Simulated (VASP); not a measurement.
Wanted: the native input for a VASP 6.6.1 run.

```yaml
Task: relaxation of cell and atoms
Functional: PBEsol
Potentials_or_basis: VASP PAW PBE potentials, release 64 (Ga_d, P)
Cutoff: 600 eV
k_mesh: 8 × 8 × 8
Occupations: fermi-dirac, width 0.02 eV
Spin: no spin polarisation
Dipole_correction: no
Further_INCAR_settings: ALGO = Normal; EDIFF = 1e-06; IBRION = 2; EDIFFG = -0.005; NSW = 80; ISIF = 3
```

The structure of GaP lies in POSCAR:

```
GaP
1.0
    0.0000000000      2.7525368039      2.7525368039
    2.7525368039      0.0000000000      2.7525368039
    2.7525368039      2.7525368039      0.0000000000
Ga P
1 1
Direct
    0.0000000000      0.0000000000      0.0000000000
    0.2500000000      0.2500000000      0.2500000000
```

These files were run (other wordings do the same):

INCAR

```
SYSTEM = GaP
PREC     = Accurate       ! precision mode
ENCUT    = 600            ! plane-wave cutoff, eV
EDIFF    = 1E-6           ! SCF threshold, eV
ISMEAR   = -1             ! smearing method
SIGMA    = 0.02           ! smearing width, eV
LREAL    = .False.        ! projectors in reciprocal space
LASPH    = .True.         ! aspherical terms in the spheres
NELM     = 100            ! most SCF steps
ALGO     = Normal         ! electronic algorithm
ISIF     = 3              ! what is computed and relaxed
LWAVE    = .False.        ! write WAVECAR
LCHARG   = .False.        ! write CHGCAR
GGA      = PS             ! functional
IBRION   = 2              ! ionic algorithm
NSW      = 80             ! ionic steps
EDIFFG   = -0.005         ! ionic threshold
```

KPOINTS

```
regular mesh
0
Gamma
  8 8 8
  0 0 0
```

Potentials or basis: VASP PAW PBE potentials, release 64 (Ga_d, P).

Launch:

```sh
$ cat potpaw_PBE.64/Ga_d/POTCAR potpaw_PBE.64/P/POTCAR > POTCAR
$ mpirun -np 1 vasp_std > vasp.out
```

It gave:

```json
{
  "Relaxed volume": "20.09 Å³/atom",
  "Relaxed cell": "a = 3.845 Å, b = 3.845 Å, c = 3.845 Å, α = 60.00°, β = 60.00°, γ = 60.00°",
  "Space group after relaxing (to 0.1 Å)": "F-43m (No. 216)",
  "Energy gained by relaxing": "7.2 meV/atom",
  "Ionic steps": "8",
  "Pressure after relaxing": "0.0 GPa",
  "Band gap on the k mesh": "1.50 eV (least direct gap 1.81 eV)"
}
```

Caveat: the PAW data sets were made with another functional, which shifts forces and pressure a little.

Wall time 43 s on 1 thread of AMD EPYC 9R45 96-Core Processor (Zen 5) (shared host), peak memory 0.16 GiB.
